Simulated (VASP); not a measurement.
A run of VASP 6.6.1 is set up as follows.

File INCAR:

```
SYSTEM = Zn
  ALGO = Normal
  EDIFF = 1E-6
  ENCUT = 520
  GGA = PE
  ISIF = 2
  ISMEAR = -1
  LASPH = .True.
  LCHARG = .False.
  LREAL = .False.
  LWAVE = .False.
  NBANDS = 19
  NELM = 80
  PREC = Accurate
  SIGMA = 0.1
```

Contents of KPOINTS:

```
k-points
0
Gamma
  16 16 16
  0 0 0
```

The input POSCAR:

```
Zn
1.0
   -2.4534472830      2.4534472830      1.2239526412
    2.4534472830     -2.4534472830      1.2239526412
    2.4534472830      2.4534472830     -1.2239526412
Zn
2
Direct
   -0.3750000000     -0.1250000000     -0.2500000000
    0.3750000000      0.1250000000      0.2500000000
```

Potentials or basis: VASP PAW PBE potentials, release 64 (Zn).

Run with:

```console
$ cat potpaw_PBE.64/Zn/POTCAR > POTCAR
$ mpirun -np 1 vasp_std > vasp.out
```

Problem. Estimate the pressure.

Solution. 13.1 GPa.

Problem. What does it give for the band gap on the k mesh?

Solution. Zero (bands 12 and 13 overlap by 7.50 eV).

Stress tensor (GPa, compression positive):
```
12.98  0.00  0.00
 0.00 12.98  0.00
 0.00  0.00 13.25
```

Caveat: the cell stands under pressure.
